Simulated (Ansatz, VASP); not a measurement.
**Two plane-wave programs on ZnSe**

```
Zn Se
1.0
     0.00000    2.75932    2.75932
     2.75932    0.00000    2.75932
     2.75932    2.75932    0.00000
Zn Se
1 1
Direct
  0.00000 0.00000 0.00000
  0.25000 0.25000 0.25000
```

Change from the starting cell: volume scaled by 0.94, PAW files.

Alike in both runs: task single point; functional PBEsol; k mesh 11 × 11 × 11; occupations fermi-dirac, width 0.08 eV; no spin polarisation.

|  | VASP | Ansatz |
| --- | --- | --- |
| version | VASP 6.6.1 | Ansatz 0.2.0 |
| potentials or method | VASP PAW PBE potentials, release 64 (Zn, Se) | PAW with Ansatz's default frozen-core files, scalar-relativistic |
| plane-wave cutoff (eV) | 520 | 420 |
| valence electrons in the cell | 18 | 28 |

|  | VASP | Ansatz | Ansatz less VASP |
| --- | --- | --- | --- |
| pressure (GPa) | 5.0 | 4.6 | -0.34 |

VASP's potentials were made for PBE, not for PBEsol. VASP's potentials hold 18 valence electrons a cell and Ansatz's 28, so a difference there can come from the potentials and not from the codes.
